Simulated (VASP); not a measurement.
Input of a VASP 6.6.1 run:

INCAR

```
SYSTEM = Sn
PREC     = Accurate       ! precision mode
ENCUT    = 520            ! plane-wave cutoff, eV
EDIFF    = 1E-6           ! SCF threshold, eV
ISMEAR   = 0              ! smearing method
SIGMA    = 0.15           ! smearing width, eV
LREAL    = .False.        ! projectors in reciprocal space
LASPH    = .True.         ! aspherical terms in the spheres
NELM     = 60             ! most SCF steps
ALGO     = Fast           ! electronic algorithm
ISIF     = 2              ! what is computed and relaxed
LWAVE    = .False.        ! write WAVECAR
LCHARG   = .False.        ! write CHGCAR
GGA      = PS             ! functional
NBANDS   = 13             ! bands
```

The input KPOINTS:

```
Automatic mesh
0
Gamma
  22 22 22
  0 0 0
```

POSCAR

```
Sn
1.0
   -1.9660147734      1.9660147734      1.8723950223
    1.9660147734     -1.9660147734      1.8723950223
    1.9660147734      1.9660147734     -1.8723950223
Sn
1
Direct
    0.0000000000      0.0000000000      0.0000000000
```

Potentials or basis: VASP PAW PBE potentials, release 64 (Sn_d).

The run is started by

```bash
$ cat potpaw_PBE.64/Sn_d/POTCAR > POTCAR
$ mpirun -np 1 vasp_std > vasp.out
```

Q: Estimate the band gap on the k mesh.

A: Zero (bands 7 and 8 overlap by 9.46 eV).

Q: What does it give for the pressure?

A: -4.4 GPa.

Stress tensor (GPa, compression positive):
```
-4.08  0.00  0.00
 0.00 -4.08  0.00
 0.00  0.00 -5.08
```

Caveat: the cell differs from its parent crystal (strain +0.050 along x and y, +0.000 along z); the cell stands under tension; the PAW data sets were made with another functional, which shifts forces and pressure a little; spin-orbit coupling is left out, which moves the levels of the heavy elements.
